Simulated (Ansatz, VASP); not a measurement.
**One calculation of Zr, two programs**

Contents of INCAR:

```
SYSTEM = Zr
PREC     = Accurate       ! precision mode
ENCUT    = 500            ! plane-wave cutoff, eV
EDIFF    = 1E-6           ! SCF threshold, eV
ISMEAR   = 0              ! smearing method
SIGMA    = 0.1            ! smearing width, eV
LREAL    = .False.        ! projectors in reciprocal space
LASPH    = .True.         ! aspherical terms in the spheres
NELM     = 120            ! most SCF steps
ALGO     = Normal         ! electronic algorithm
ISIF     = 2              ! what is computed and relaxed
LWAVE    = .False.        ! write WAVECAR
LCHARG   = .False.        ! write CHGCAR
GGA      = PS             ! functional
NBANDS   = 12             ! bands
GGA_COMPAT= .False.
```

KPOINTS

```
Automatic mesh
0
Gamma
  8 8 8
  0 0 0
```

Contents of POSCAR:

```
Zr
1.0
    0.0000000000      2.2646202716      2.2646202716
    2.2646202716      0.0000000000      2.2646202716
    2.2646202716      2.2646202716      0.0000000000
Zr
1
Direct
    0.0000000000      0.0000000000      0.0000000000
```

Input for Ansatz:

```yaml
crystal:
  lattice:
    - [0.0, 2.2646202716, 2.2646202716]
    - [2.2646202716, 0.0, 2.2646202716]
    - [2.2646202716, 2.2646202716, 0.0]
  atoms:
    - { symbol: Zr, position: [0.0, 0.0, 0.0] }
basis:
  ecutwfc: 420
kpoints:
  mp_grid: { grid: [8, 8, 8] }
hamiltonian:
  xc: pbesol
scf:
  occupations: { method: gaussian, width: 0.1 }
  lower_state_search: "off"
output:
  forces: true
  stress: true
  eigenvalues: true
```

Alike in both runs: task single point; functional PBEsol; k mesh 8 × 8 × 8; occupations gaussian, width 0.1 eV; no spin polarisation.

|  | VASP | Ansatz |
| --- | --- | --- |
| version | VASP 6.6.1 | Ansatz 0.2.0 |
| potentials or method | VASP PAW PBE potentials, release 64 (Zr_sv), cutoff 500 eV | scalar-relativistic, plane waves, PAW |
| valence electrons in the cell | 12 | 12 |

|  | VASP | Ansatz | Ansatz less VASP |
| --- | --- | --- | --- |
| gap on the k mesh at the Fermi level (eV) | none | none | - |
| pressure (GPa) | -4.3 | -4.4 | -0.08 |

VASP's potentials were made for PBE, not for PBEsol. A gap of «none» marks a metal or a gap that the smearing closes.
